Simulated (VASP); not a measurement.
Input of a VASP 6.6.1 run:

The input INCAR:

```
SYSTEM = Lu
PREC = Accurate
ENCUT = 520
EDIFF = 1E-6
ISMEAR = -1
SIGMA = 0.1
LREAL = .FALSE.
LASPH = .TRUE.
NELM = 150
ALGO = Normal
ISIF = 2
LWAVE = .FALSE.
LCHARG = .FALSE.
ISPIN = 2
MAGMOM = 0.2 0.2 0.2
LORBIT = 11
GGA = PE
NBANDS = 48
```

File KPOINTS:

```
regular mesh
0
G
  7 7 10
  0 0 0
```

POSCAR

```
Lu
1.0
    4.1988055768      0.0000000000      0.0000000000
   -2.0994027884      3.6362722951      0.0000000000
    0.0000000000      0.0000000000      2.4564844826
Lu
3
Direct
    0.0000000000      0.0000000000      0.0000000000
    0.3333333333      0.6666666667      0.5000000000
    0.6666666667      0.3333333333      0.5000000000
```

Potentials or basis: VASP PAW PBE potentials, release 64 (Lu).

Launch:

```bash
$ cat potpaw_PBE.64/Lu/POTCAR > POTCAR
$ mpirun -np 1 vasp_std > vasp.out
```

Q: Predict the net moment.

A: 0.00 μB per cell.

Q: What does it give for the pressure?

A: 166.9 GPa.

Stress tensor (GPa, compression positive):
```
166.44   0.00   0.00
  0.00 166.44   0.00
  0.00   0.00 167.95
```

Caveat: the cell stands under pressure.
